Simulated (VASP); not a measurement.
# AlGa3N4 (P-4) in VASP: a series of runs

AlGa3N4 is run at these levels: r2SCAN; tasks: single point.

Everything below comes from runs of VASP 6.6.1. Logs are shortened: lines on timing, memory, paths and dates and some standing lists are left out, and cuts for length are marked.

## Step 1: The cell of the first run

It takes space group P-4 (No. 81, tetragonal). Conventional cell: a = 4.465 Å, b = 4.465 Å, c = 4.465 Å, α = 90.00°, β = 90.00°, γ = 90.00°. Within 2.5 Å of Al (site symmetry -4) lie 4 N at 1.89 Å. Ga (site symmetry -4) has 4 N at 1.95 Å within 2.6 Å. Within 2.6 Å of Ga (site symmetry 2) lie 4 N at 1.94 to 1.96 Å. N (site symmetry 1) has 1 Al at 1.89 Å and 3 Ga at 1.94 to 1.96 Å within 2.5 Å.

## Step 2: Single point, r2SCAN (atoms displaced along a vibrational mode)

POSCAR

```
AlGa3N4
1.0
    4.4653444470      0.0000000000      0.0000000000
    0.0000000000      4.4653444470      0.0000000000
    0.0000000000      0.0000000000      4.4653444470
Al Ga N
1 3 4
Direct
    0.0000000000      0.0000000000      0.0000000000
    0.5000000000      0.5000000000      0.0000000000
    0.5000000000      0.0000000000      0.4888026555
    0.0000000000      0.5000000000      0.5111973445
    0.7586557622      0.7520463480      0.2446489449
    0.7520463480      0.2413442378      0.7553510551
    0.2479536520      0.7586557622      0.7553510551
    0.2413442378      0.2479536520      0.2446489449
```

INCAR.step1

```
ALGO = Normal
EDIFF = 1E-4
ENCUT = 520
GGA = PE
ISMEAR = 0
LASPH = T
LCHARG = F
LREAL = F
LWAVE = T
NBANDS = 41
NELM = 100
PREC = Accurate
SIGMA = 0.05
```

INCAR.step2

```
ALGO = Normal
EDIFF = 1E-7
ENCUT = 520
ISIF = 2
ISMEAR = 0
ISTART = 1
LASPH = T
LCHARG = F
LMIXTAU = T
LREAL = F
LWAVE = F
METAGGA = R2SCAN
NBANDS = 41
NELM = 100
PREC = Accurate
SIGMA = 0.05
```

KPOINTS

```
k-points
0
Gamma
  6 6 6
```

Potentials or basis: VASP PAW PBE potentials, release 64 (Al, Ga_d, N).

Command:

```bash
> cat potpaw_PBE.64/Al/POTCAR potpaw_PBE.64/Ga_d/POTCAR potpaw_PBE.64/N/POTCAR > POTCAR
> cp INCAR.step1 INCAR
> mpirun -np 1 vasp_std > vasp.out
> cp INCAR.step2 INCAR
> mpirun -np 1 vasp_std > vasp.out
```

OUTCAR:

```text
EDIFF = 1E-7
   ENCUT = 520
   ISIF = 2
   ISMEAR = 0
   ISTART = 1
   LASPH = T
   LREAL = F
   METAGGA = R2SCAN
   NELM = 100
   PREC = Accurate

 ion  position               nearest neighbor table
   1  0.000  0.000  0.000-   5 1.89   6 1.89   7 1.89   8 1.89   3 3.12   4 3.12   4 3.12   3 3.12

   2  0.500  0.500  0.000-   5 1.95   6 1.95   7 1.95   8 1.95
   3  0.500  0.000  0.489-   5 1.94   8 1.94   7 1.96   6 1.96   1 3.12   1 3.12
   4  0.000  0.500  0.511-   6 1.94   7 1.94   5 1.96   8 1.96   1 3.12   1 3.12
   5  0.759  0.752  0.245-   1 1.89   3 1.94   2 1.95   4 1.96
   6  0.752  0.241  0.755-   1 1.89   4 1.94   2 1.95   3 1.96
   7  0.248  0.759  0.755-   1 1.89   4 1.94   2 1.95   3 1.96
   8  0.241  0.248  0.245-   1 1.89   3 1.94   2 1.95   4 1.96

  LATTYP: Found a simple cubic cell.
 ALAT       =     4.4653444470

  Lattice vectors:

 A1 = (   4.4653444470,   0.0000000000,   0.0000000000)
 A2 = (   0.0000000000,   4.4653444470,   0.0000000000)
 A3 = (   0.0000000000,   0.0000000000,   4.4653444470)

Analysis of symmetry for initial positions (statically):
=====================================================================
 Subroutine PRICEL returns:
 Original cell was already a primitive cell.

 Routine SETGRP: Setting up the symmetry group for a
 simple cubic supercell.

 Subroutine GETGRP returns: Found  4 space group operations
 (whereof  4 operations were pure point group operations)
 out of a pool of 48 trial point group operations.

The static configuration has the point symmetry S_4 .

Analysis of symmetry for dynamics (positions and initial velocities):
=====================================================================
 Subroutine PRICEL returns:
 Original cell was already a primitive cell.

 Routine SETGRP: Setting up the symmetry group for a
 simple cubic supercell.

 Subroutine GETGRP returns: Found  4 space group operations
 (whereof  4 operations were pure point group operations)
 out of a pool of 48 trial point group operations.

The dynamic configuration has the point symmetry S_4 .

 Subroutine INISYM returns: Found  4 space group operations
 (whereof  4 operations are pure point group operations),
 and found     1 'primitive' translations

----------------------------------------------------------------------------------------

                                     Primitive cell

  volume of cell :      89.0358

  direct lattice vectors                    reciprocal lattice vectors
     4.465344447  0.000000000  0.000000000     0.223946890  0.000000000  0.000000000
     0.000000000  4.465344447  0.000000000     0.000000000  0.223946890  0.000000000
     0.000000000  0.000000000  4.465344447     0.000000000  0.000000000  0.223946890

  length of vectors
     4.465344447  4.465344447  4.465344447     0.223946890  0.223946890  0.223946890

  position of ions in fractional coordinates (direct lattice)
     0.000000000  0.000000000  0.000000000
     0.500000000  0.500000000  0.000000000
     0.500000000  0.000000000  0.488802656
     0.000000000  0.500000000  0.511197344
     0.758655762  0.752046348  0.244648945
     0.752046348  0.241344238  0.755351055
     0.247953652  0.758655762  0.755351055
     0.241344238  0.247953652  0.244648945

  ion indices of the primitive-cell ions
   primitive index   ion index
                 1           1
                 2           2
                 3           3
                 4           4
                 5           5
                 6           6
                 7           7
                 8           8

----------------------------------------------------------------------------------------

 KPOINTS: k-points

Automatic generation of k-mesh.
 Grid dimensions read from file:
 generate k-points for:    6    6    6

 Generating k-lattice:

  Cartesian coordinates                     Fractional coordinates (reciprocal lattice)
     0.037324482  0.000000000  0.000000000     0.166666667  0.000000000  0.000000000
     0.000000000  0.037324482  0.000000000     0.000000000  0.166666667  0.000000000
     0.000000000  0.000000000  0.037324482     0.000000000  0.000000000  0.166666667

  Length of vectors
     0.037324482  0.037324482  0.037324482

  Shift w.r.t. Gamma in fractional coordinates (k-lattice)
     0.000000000  0.000000000  0.000000000

 Subroutine IBZKPT returns following result:
 ===========================================

 Found     44 irreducible k-points:

 Following reciprocal coordinates:
            Coordinates               Weight
  0.000000  0.000000  0.000000      1.000000
  0.166667  0.000000  0.000000      4.000000
  0.000000  0.000000  0.166667      2.000000
  0.333333  0.000000  0.000000      4.000000
  0.000000  0.000000  0.333333      2.000000
  0.500000  0.000000  0.000000      2.000000
[... 16 lines left out ...]
  0.000000  0.500000  0.500000      2.000000
  0.166667  0.166667  0.166667      8.000000
 [... further k-points ...]
   k-points           NKPTS =     44   k-points in BZ     NKDIM =     44   number of bands    NBANDS=     41
   number of dos      NEDOS =    301   number of ions     NIONS =      8
   total plane-waves  NPLWV =  46656
   dimension x,y,z NGX =    36 NGY =   36 NGZ =   36
   dimension x,y,z NGXF=    72 NGYF=   72 NGZF=   72
   ions per type =               1   3   4
   NGX,Y,Z   is equivalent  to a cutoff of  13.40, 13.40, 13.40 a.u.
   NGXF,Y,Z  is equivalent  to a cutoff of  26.81, 26.81, 26.81 a.u.
 SYSTEM =  unknown system
   PREC   = accura    normal or accurate (medium, high low for compatibility)
   ISTART =      1    job   : 0-new  1-cont  2-samecut
   ICHARG =      0    charge: 1-file 2-atom 10-const
   ISPIN  =      1    spin polarized calculation?
   LNONCOLLINEAR =      F non collinear calculations
   LSORBIT =      F    spin-orbit coupling
   LASPH  =      T    aspherical Exc in radial PAW
   ENCUT  =  520.0 eV  38.22 Ry    6.18 a.u.   8.30  8.30  8.30*2*pi/ulx,y,z
   NELM   =    100;   NELMIN=  2; NELMDL=  0     # of ELM steps
   EDIFF  = 0.1E-06   stopping-criterion for ELM
   LREAL  =      F    real-space projection
   EDIFFG = 0.1E-05   stopping-criterion for IOM
   NSW    =      0    number of steps for IOM
   IBRION =     -1    ionic relax: 0-MD 1-quasi-New 2-CG
   NFREE  =      0    steps in history (QN), initial steepest desc. (CG)
   ISIF   =      2    stress and relaxation
   ISYM   =      2    0-nonsym 1-usesym 2-fastsym
   POTIM  = 0.5000    time-step for ionic-motion
   TEBEG  =    0.0;   TEEND  =   0.0 temperature during run
   PSTRESS=    0.0 pullay stress
   NELECT =      62.0000    total number of electrons
   NUPDOWN=      -1.0000    fix difference up-down
   EMIN   =  10.00;   EMAX   =-10.00  energy-range for DOS
   EFERMI =   0.00;   METHOD = LEGACY
   ISMEAR =     0;   SIGMA  =   0.05  broadening in eV -4-tet -1-fermi 0-gaus
   EFERMI_NEDOS =   21; number of points for ismear=-14 and -15
   IALGO  =     38    algorithm
   IMIX   =      4    mixing-type and parameters
     AMIX     =   0.40;   BMIX     =  1.00
     AMIX_MAG =   1.60;   BMIX_MAG =  1.00
  volume/ion in A,a.u.               =      11.13        75.11
  Fermi-wavevector in a.u.,A,eV,Ry     =   1.451055  2.742096 28.647877  2.105560
  Thomas-Fermi vector in A             =   2.568596
   LORBIT       =      0    0 simple, 1 ext, 2 COOP (PROOUT), +10 PAW based schemes
   METAGGA = R2SCAN    functional components
   LHFCALC =     F    Hartree Fock is set to
   AEXX    =    0.0000 exact exchange contribution
   IVDW    =     0    specifies the selected vdW correction
   LEPSILON=     F    determine dielectric tensor
   LRPA    =     F    only Hartree local field effects (RPA)
 non-spin polarized calculation
 Gauss-broadening in eV      SIGMA  =   0.05
  energy-cutoff  :      520.00
  volume of cell :       89.04
 maximum number of plane-waves:      2440
 NGX is ok and might be reduce to    36
   NGX = 17   NGY = 17   NGZ = 17

 number of electron      61.9999967 magnetization

 Free energy of the ion-electron system (eV)
  ---------------------------------------------------
  ext. energy  EPLUGINS =         0.00000000
  ---------------------------------------------------
  free energy    TOTEN  =       -84.83895177 eV

  energy without entropy =      -84.83895177  energy(sigma->0) =      -84.83895177

 E-fermi :   5.4716     XC(G=0): -12.3827

 val. band max:        5.1879943676   @ k =   0.0000   0.0000   0.0000
 cond. band min:       8.0001230969   @ k =   0.0000   0.0000   0.0000
 fundamental gap:      2.8121287292
 Fermi energy:         5.4715512408

 k-point     1 :       0.0000    0.0000    0.0000
  band No.  band energies     occupation
      1     -11.3061      2.00000
      2      -9.9165      2.00000
      3      -9.9120      2.00000
      4      -9.9120      2.00000
      5      -8.3199      2.00000
      6      -8.3199      2.00000
[... 33 lines left out ...]
     40      16.8153      0.00000
     41      16.8153      0.00000

 k-point     2 :       0.1667    0.0000    0.0000
  band No.  band energies     occupation
      1     -11.1941      2.00000
      2      -9.9654      2.00000
      3      -9.9187      2.00000
      4      -9.9149      2.00000
      5      -8.3234      2.00000
      6      -8.3159      2.00000
[... 33 lines left out ...]
     40      16.9911      0.00000
     41      17.0417      0.00000

 k-point     3 :       0.0000    0.0000    0.1667
  band No.  band energies     occupation
      1     -11.1943      2.00000
      2      -9.9694      2.00000
      3      -9.9146      2.00000
      4      -9.9146      2.00000
      5      -8.3220      2.00000
      6      -8.3160      2.00000
[... 33 lines left out ...]
     40      17.0408      0.00000
     41      17.0408      0.00000

 k-point     4 :       0.3333    0.0000    0.0000
  band No.  band energies     occupation
      1     -10.8913      2.00000
      2     -10.1471      2.00000
      3      -9.9228      2.00000
      4      -9.9206      2.00000
      5      -8.2989      2.00000
      6      -8.2983      2.00000
[... 825 lines left out ...]
     40      15.8142      0.00000
     41      15.8647      0.00000

 k-point    23 :       0.0000    0.5000    0.5000
  band No.  band energies     occupation
      1     -10.2864      2.00000
      2     -10.1312      2.00000
      3     -10.1288      2.00000
      4     -10.0826      2.00000
      5      -8.3001      2.00000
      6      -8.2980      2.00000
[... 33 lines left out ...]
     40      15.6944      0.00000
     41      15.8759      0.00000

 k-point    24 :       0.1667    0.1667    0.1667
  band No.  band energies     occupation
      1     -10.9921      2.00000
      2      -9.9893      2.00000
      3      -9.9582      2.00000
      4      -9.9533      2.00000
      5      -8.3149      2.00000
      6      -8.3097      2.00000
[... 33 lines left out ...]
     40      17.0293      0.00000
     41      17.1085      0.00000

 [... further k-points ...]

------------------------ aborting loop because EDIFF is reached ----------------------------------------

  FORCE on cell =-STRESS in cart. coord.  units (eV):
  Direction    XX          YY          ZZ          XY          YZ          ZX
  --------------------------------------------------------------------------------------
  -------------------------------------------------------------------------------------
  Total        0.3818466      0.3818466      0.3267321      0.0000050     -0.0000000      0.0000000
  in kB        6.8712317      6.8712317      5.8794606      0.0000898     -0.0000000      0.0000000
  external PRESSURE =       6.5406413 kB  Pullay stress =       0.0000000 kB

 VOLUME and BASIS-vectors are now :
 -----------------------------------------------------------------------------
  energy-cutoff  :      520.00
  volume of cell :       89.04
      direct lattice vectors                 reciprocal lattice vectors
     4.465344447  0.000000000  0.000000000     0.223946890  0.000000000  0.000000000
     0.000000000  4.465344447  0.000000000     0.000000000  0.223946890  0.000000000
     0.000000000  0.000000000  4.465344447     0.000000000  0.000000000  0.223946890

 POSITION                                       TOTAL-FORCE (eV/Angst)
 -----------------------------------------------------------------------------------
      0.00000      0.00000      0.00000        -0.000000      0.000000      0.000000
      2.23267      2.23267      0.00000         0.000000      0.000000      0.000000
      2.23267      0.00000      2.18267        -0.000000      0.000000      0.488282
      0.00000      2.23267      2.28267        -0.000000      0.000000     -0.488282
      3.38766      3.35815      1.09244         0.022985      0.071678     -0.044010
      3.35815      1.07769      3.37290         0.071678     -0.022985      0.044010
      1.10720      3.38766      3.37290        -0.071678      0.022985      0.044010
      1.07769      1.10720      1.09244        -0.022985     -0.071678     -0.044010
 -----------------------------------------------------------------------------------
    total drift:                               -0.000000     -0.000000      0.000000

  FREE ENERGIE OF THE ION-ELECTRON SYSTEM (eV)
  ---------------------------------------------------
  free  energy   TOTEN  =       -84.8389517715 eV

  energy  without entropy=      -84.8389517715  energy(sigma->0) =      -84.83895177
```

Run time: 8.8 min. Hardware: 1 thread of Intel Xeon Platinum 8259CL at 2.50GHz (Skylake/Cascade Lake), shared host; peak memory 0.3 GiB.

Results:

```
Free energy            : -84.8390 eV
Pressure               : 0.7 GPa
Largest force          : 0.488 eV/Å
Band gap on the k mesh : 2.81 eV
```

Forces on the atoms (eV/Å):
```
Al   0.000  0.000  0.000
Ga   0.000  0.000  0.000
Ga   0.000  0.000  0.488
Ga   0.000  0.000 -0.488
N    0.023  0.072 -0.044
N    0.072 -0.023  0.044
N   -0.072  0.023  0.044
N   -0.023 -0.072 -0.044
```

Levels at points of the mesh, in eV from the valence-band top:
| k point | band 27 | band 28 | band 29 | band 30 | band 31 | band 32 | band 33 | band 34 | band 35 | band 36 |
| --- | --- | --- | --- | --- | --- | --- | --- | --- | --- | --- |
| (0.00, 0.00, 0.00) | -2.51 | -2.51 | 0.00 | 0.00 | 0.00 | 2.81 | 3.91 | 3.91 | 3.92 | 7.15 |
| (0.50, 0.00, 0.00) | -2.88 | -1.53 | -1.53 | -1.21 | -1.20 | 5.44 | 5.54 | 6.77 | 6.77 | 8.43 |
| (0.00, 0.00, 0.50) | -2.87 | -1.53 | -1.53 | -1.21 | -1.21 | 5.44 | 5.55 | 6.78 | 6.78 | 8.42 |
| (0.50, 0.50, 0.00) | -3.06 | -0.99 | -0.98 | -0.98 | -0.61 | 7.31 | 7.46 | 7.46 | 7.95 | 8.03 |
| (0.00, 0.50, 0.50) | -3.05 | -1.00 | -0.98 | -0.98 | -0.61 | 7.30 | 7.50 | 7.52 | 7.96 | 8.01 |
| (0.50, 0.50, 0.50) | -0.76 | -0.75 | -0.68 | -0.68 | -0.68 | 5.57 | 5.57 | 5.57 | 6.94 | 9.75 |

Caveat: the cell differs from its parent crystal (atoms displaced along a vibrational mode); the PAW data sets were made with another functional, which shifts forces and pressure a little.

(Part 1 of 2 ends here.)
